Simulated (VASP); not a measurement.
A run of VASP 6.6.1 is set up as follows.

The input INCAR:

```
PREC = Accurate
ENCUT = 520
EDIFF = 1E-6
ISMEAR = 0
SIGMA = 0.15
LREAL = False
LASPH = True
NELM = 60
ALGO = Normal
ISIF = 2
LWAVE = False
LCHARG = False
GGA = PS
NBANDS = 56
```

Contents of KPOINTS:

```
Automatic mesh
0
Gamma
  15 15 3
```

The input POSCAR:

```
Si2Mo
1.0
   -3.1900701689      0.0000000000      0.0000000000
    0.0000000000     -3.1900701689      0.0000000000
    0.0000000000      0.0000000000     16.3927680287
Si Mo
8 4
Direct
    0.0000000000      0.0000000000      0.9149138500
    0.5000000000      0.5000000000      0.6763518206
    0.0000000000      0.0000000000      0.4377897913
    0.5000000000      0.5000000000      0.1992277620
    0.0000000000      0.0000000000      0.1180597370
    0.5000000000      0.5000000000      0.8337458250
    0.0000000000      0.0000000000      0.5951837957
    0.5000000000      0.5000000000      0.3566217663
    0.5000000000      0.5000000000      0.5164867935
    1.0000000000      1.0000000000      0.2779247642
    0.5000000000      0.5000000000      0.0393627348
    1.0000000000      1.0000000000      0.7550488228
```

Potentials or basis: VASP PAW PBE potentials, release 64 (Si, Mo_sv).

The run is started by

```sh
$ cat potpaw_PBE.64/Si/POTCAR potpaw_PBE.64/Mo_sv/POTCAR > POTCAR
$ mpirun -np 1 vasp_std > vasp.out
```

Question: Predict the pressure.

Answer: -4.5 GPa.

Question: Predict the largest force.

Answer: 2.232 eV/Å.

Question: Predict the band gap on the k mesh.

Answer: Zero (band 44 reaches 12.09 eV, above the bottom of band 45 at 11.32 eV).

Forces on the atoms (eV/Å):
```
Si   0.000  0.000  2.232
Si   0.000  0.000 -0.245
Si   0.000  0.000 -0.168
Si   0.000  0.000 -0.554
Si   0.000  0.000 -0.970
Si   0.000  0.000  0.392
Si   0.000  0.000 -0.156
Si   0.000  0.000 -0.078
Mo   0.000  0.000  0.336
Mo   0.000  0.000  0.270
Mo   0.000  0.000 -1.835
Mo   0.000  0.000  0.774
```

Caveat: the PAW data sets were made with another functional, which shifts forces and pressure a little.
